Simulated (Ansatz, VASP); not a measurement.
## B4N3: VASP beside Ansatz

```xyz
7
Lattice="3.4107 0.0000 0.0000 0.0000 3.4107 0.0000 0.0000 0.0000 4.4794" Properties=species:S:1:pos:R:3 pbc="T T T"
B     0.7762    0.7762    0.9525
B     2.6345    2.6345    0.9525
B     2.6345    0.7762    3.5269
B     0.7762    2.6345    3.5269
N     0.0000    0.0000    0.0000
N     0.0000    0.0000    2.2397
N     1.7054    1.7054    0.0000
```

Change from the starting cell: species swapped into the Ti4H3 type (P-42m, No. 111).

Alike in both runs: functional PBE; k mesh 4 × 4 × 4; occupations gaussian, width 0.2 eV; no spin polarisation.

Ansatz relaxed the structure, and its values are those at the end. VASP's run is a single point on that final structure, the one shown.

|  | VASP | Ansatz |
| --- | --- | --- |
| version | VASP 6.6.1 | Ansatz 0.2.0 |
| potentials or method | VASP PAW PBE potentials, release 64 (B, N), cutoff 600 eV | scalar-relativistic, plane waves, PAW |
| valence electrons in the cell | 27 | 27 |

Ansatz gave:

| Property | Result |
| --- | --- |
| gap on the k mesh at the Fermi level (eV) | none |
| pressure (GPa) | 0.0 |
| rms of the force components (eV/Å) | 0.001 |

Problem. Estimate VASP's values.

Solution. gap on the k mesh at the Fermi level (eV): none; pressure (GPa): 0.0; rms of the force components (eV/Å): 0.015.

A gap of «none» marks a metal or a gap that the smearing closes.

The k mesh is coarse, so the values compare programs but aren't converged.
